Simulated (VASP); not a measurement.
A run of VASP 6.6.1 is set up as follows.

INCAR

```
SYSTEM = Hf2H
ALGO = Normal
EDIFF = 1E-6
EDIFFG = -0.04
ENCUT = 600
GGA = PE
IBRION = 2
ISIF = 3
ISMEAR = 0
LASPH = .TRUE.
LCHARG = .FALSE.
LREAL = .FALSE.
LWAVE = .FALSE.
NELM = 80
NSW = 90
PREC = Accurate
SIGMA = 0.1
```

The input KPOINTS:

```
k-points
0
G
  6 6 6
  0 0 0
```

Contents of POSCAR:

```
Hf2H
1.0
    2.7246020800      1.5730497400      1.8595779200
   -2.7246020800      1.5730497400      1.8595779200
    0.0000000000     -3.1460994900      1.8595779200
Hf H
2 1
Direct
    0.7759092600      0.7759092600      0.7759092600
    0.2240907400      0.2240907400      0.2240907400
    0.5000000000      0.5000000000      0.5000000000
```

Potentials or basis: VASP PAW PBE potentials, release 64 (Hf_pv, H).

Command:

```console
$ cat potpaw_PBE.64/Hf_pv/POTCAR potpaw_PBE.64/H/POTCAR > POTCAR
$ mpirun -np 1 vasp_std > vasp.out
```

Question: Estimate the space group after relaxing (to 0.05 Å).

Answer: R-3m (No. 166).

Question: Predict the relaxed cell.

Answer: a = 3.664 Å, b = 3.664 Å, c = 3.664 Å, α = 84.85°, β = 84.85°, γ = 84.85°.

Question: Predict the relaxed volume.

Answer: 16.20 Å³/atom.

Stress tensor (GPa, compression positive):
```
-0.08  0.00  0.00
 0.00 -0.08  0.00
 0.00  0.00  0.08
```
